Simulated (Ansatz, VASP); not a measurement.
# One calculation of MnPt2, two programs

Contents of INCAR:

```
ALGO     = Normal         # electronic algorithm
EDIFF    = 1E-6           # SCF threshold, eV
ENCUT    = 520            # plane-wave cutoff, eV
GGA      = PE             # functional
ISIF     = 2              # what is computed and relaxed
ISMEAR   = -1             # smearing method
ISPIN    = 2              # spin polarisation
LASPH    = True           # aspherical terms in the spheres
LCHARG   = True           # write CHGCAR
LELF     = True           # ELF
LMAXMIX  = 4              # l up to which the mixer works
LORBIT   = 11             # projections on sites
LREAL    = False          # projectors in reciprocal space
LVHAR    = True         
LWAVE    = False          # write WAVECAR
MAGMOM   = 0 0 5          # initial moments
NBANDS   = 28             # bands
NELM     = 150            # most SCF steps
NUPDOWN  = 5.0            # fixed moment
PREC     = Accurate       # precision mode
SIGMA    = 0.05           # smearing width, eV
```

The input KPOINTS:

```
k-points
0
Gamma
  9 9 4
```

POSCAR

```
MnPt2
1.0
    2.8584044518      0.0000000000      0.0000000000
   -1.4292022259      2.4754508696      0.0000000000
    0.0000000000      0.0000000000      6.5325040000
Pt Mn
2 1
Direct
    0.6666666667      0.3333333333      0.3162060000
    0.3333333333      0.6666666667      0.6837940000
    0.0000000000      0.0000000000      0.0000000000
```

input.yaml

```yaml
crystal:
  lattice:
    - [2.8584044518, 0.0, 0.0]
    - [-1.4292022259, 2.4754508696, 0.0]
    - [0.0, 0.0, 6.532504]
  atoms:
    - { symbol: Pt, position: [0.6666666667, 0.3333333333, 0.316206] }
    - { symbol: Pt, position: [0.3333333333, 0.6666666667, 0.683794] }
    - { symbol: Mn, position: [0.0, 0.0, 0.0], spin: 5.0 }
hamiltonian:
  xc: pbe
  pseudopotentials: { kind: paw }
magnetization:
  spin_polarized: true
  initial_magnetization: 5.0
  spin_locking: { lock_magnetization: hard }
kpoints:
  mp_grid: { grid: [9, 9, 4] }
scf:
  occupations: { method: fermi_dirac, width: 0.05 }
  lower_state_search: "off"
output:
  forces: true
  stress: true
  eigenvalues: true
  write_density: true
  write_potential: true
  elf: true
  volumetric_format: npy
```

Alike in both runs: task single point; functional PBE; k mesh 9 × 9 × 4; occupations fermi-dirac, width 0.05 eV; collinear spin; fixed moment 5 μB.

|  | VASP | Ansatz |
| --- | --- | --- |
| version | VASP 6.6.1 | Ansatz 0.2.0 |
| potentials or method | VASP PAW PBE potentials, release 64 (Pt, Mn_pv) | Ansatz PAW |
| plane-wave cutoff (eV) | 520 | 420 |
| valence electrons in the cell | 33 | 51 |

|  | VASP | Ansatz | Ansatz less VASP |
| --- | --- | --- | --- |
| pressure (GPa) | 0.8 | 1.0 | +0.22 |
| traceless stress, the component that is largest in VASP (GPa) | 2.31 | 2.25 | -0.060 |
| rms of the force components (eV/Å) | 0.033 | 0.030 | -0.0032 |
| net moment per atom (μB) | 1.67 | 1.67 | 0.000 |
| size of the moment on the site where the two differ most (μB) | 3.86 | 3.84 | -0.023 |

Site moments also hang on the region over which each program counts them. Atom by atom the forces differ by 0.003 eV/Å (rms over components). VASP's potentials hold 33 valence electrons a cell and Ansatz's 51, so a difference there can come from the potentials and not from the codes.

Spin-orbit coupling is off throughout.
